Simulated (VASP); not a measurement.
Set up this calculation in VASP 6.6.1, as the native input.

```yaml
Task: relaxation of cell and atoms
Functional: PBE
Potentials_or_basis: VASP PAW PBE potentials, release 64 (Ta_pv, N)
Cutoff: 600 eV
k_mesh: 5 × 5 × 1
Occupations: gaussian, width 0.2 eV
Spin: no spin polarisation
Dipole_correction: no
Further_INCAR_settings: ALGO = Normal; EDIFF = 1e-06; IBRION = 2; EDIFFG = -0.08; NSW = 36; ISIF = 3
```

The structure of Ta5N lies in POSCAR:

```
Ta5N
1.0
    3.1000000000      0.0000000000      0.0000000000
    0.0000000000      3.1000000000      0.0000000000
    0.0000000000      0.0000000000     18.6000000000
Ta N
10 2
Direct
    0.0000000000      0.5000000000      0.7390000000
    0.5000000000      0.0000000000      0.6440000000
    0.0000000000      0.5000000000      0.5480000000
    0.0000000000      0.5000000000      0.9450000000
    0.0000000000      0.5000000000      0.1650000000
    0.5000000000      0.0000000000      0.0550000000
    0.5000000000      0.0000000000      0.8350000000
    0.5000000000      0.0000000000      0.2610000000
    0.0000000000      0.5000000000      0.3560000000
    0.5000000000      0.0000000000      0.4520000000
    0.0000000000      0.5000000000      0.0550000000
    0.5000000000      0.0000000000      0.9450000000
```

The input as run:

INCAR

```
SYSTEM = Ta5N
PREC     = Accurate       ! precision mode
ENCUT    = 600            ! plane-wave cutoff, eV
EDIFF    = 1E-6           ! SCF threshold, eV
ISMEAR   = 0              ! smearing method
SIGMA    = 0.2            ! smearing width, eV
LREAL    = .FALSE.        ! projectors in reciprocal space
LASPH    = .TRUE.         ! aspherical terms in the spheres
NELM     = 100            ! most SCF steps
ALGO     = Normal         ! electronic algorithm
ISIF     = 3              ! what is computed and relaxed
LWAVE    = .FALSE.        ! write WAVECAR
LCHARG   = .FALSE.        ! write CHGCAR
GGA      = PE             ! functional
IBRION   = 2              ! ionic algorithm
NSW      = 36             ! ionic steps
EDIFFG   = -0.08          ! ionic threshold
```

KPOINTS

```
regular mesh
0
G
  5 5 1
  0 0 0
```

Potentials or basis: VASP PAW PBE potentials, release 64 (Ta_pv, N).

Launch:

```sh
$ cat potpaw_PBE.64/Ta_pv/POTCAR potpaw_PBE.64/N/POTCAR > POTCAR
$ mpirun -np 1 vasp_std > vasp.out
```

Results of the run:

```json
{
  "Relaxed volume": "15.75 Å³/atom",
  "Relaxed cell": "a = 3.199 Å, b = 3.199 Å, c = 18.467 Å, α = 90.00°, β = 90.00°, γ = 90.00°",
  "Space group after relaxing (to 0.1 Å)": "P4/nmm (No. 129)",
  "Energy gained by relaxing": "112.0 meV/atom",
  "Ionic steps": "11",
  "Pressure after relaxing": "0.6 GPa",
  "Largest force after relaxing": "0.070 eV/Å",
  "Band gap on the k mesh": "zero (bands 60 and 61 overlap by 1.24 eV)"
}
```

Caveat: the k points lie up to 0.39 Å⁻¹ apart in the final cell, too coarse for converged energies and pressures of a metal; spin-orbit coupling is left out, which moves the levels of the heavy elements; the relaxation stopped at a loose force limit of 0.08 eV/Å, so its end isn't a converged minimum.

It took 13 min on 1 thread of Intel(R) Xeon(R) 6975P-C (Granite Rapids) (shared host), peak memory 0.39 GiB.
